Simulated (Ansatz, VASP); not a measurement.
**Two plane-wave programs on AlN**

```
CELL_PARAMETERS angstrom
2.18490 -2.18490 0.00000
2.18490 0.00000 -2.18490
10.19606 8.01138 8.01138
ATOMIC_POSITIONS crystal
Al 0.86808 0.86808 0.39580
Al 0.25696 0.25696 0.22913
Al 0.47920 0.47920 0.56247
Al 0.70143 0.70143 0.89580
Al 0.09031 0.09031 0.72913
Al 0.64585 0.64585 0.06247
N 0.52086 0.52086 0.43747
N 0.90974 0.90974 0.27080
N 0.13198 0.13198 0.60413
N 0.35421 0.35421 0.93747
N 0.74309 0.74309 0.77080
N 0.29863 0.29863 0.10413
```

Alike in both runs: task single point; functional r2SCAN; k mesh 8 × 8 × 2; occupations gaussian, width 0.05 eV; no spin polarisation.

|  | VASP | Ansatz |
| --- | --- | --- |
| version | VASP 6.6.1 | Ansatz 0.2.0 |
| potentials or method | VASP PAW PBE potentials, release 64 (Al, N), cutoff 520 eV | scalar-relativistic, plane waves, PAW |
| valence electrons in the cell | 48 | 48 |

Ansatz gave:

* gap on the k mesh at the Fermi level (eV): 3.01
* least direct gap on the mesh (eV): 3.06
* pressure (GPa): 0.1
* traceless stress, the component that is largest in VASP (GPa): 4.89
* rms of the force components (eV/Å): 0.434

Which values does VASP return?

gap on the k mesh at the Fermi level (eV): 2.99; least direct gap on the mesh (eV): 3.04; pressure (GPa): -0.3; traceless stress, the component that is largest in VASP (GPa): 4.87; rms of the force components (eV/Å): 0.432.

VASP's potentials were made for PBE, not for r2SCAN. Atom by atom the forces differ by 0.005 eV/Å (rms over components).
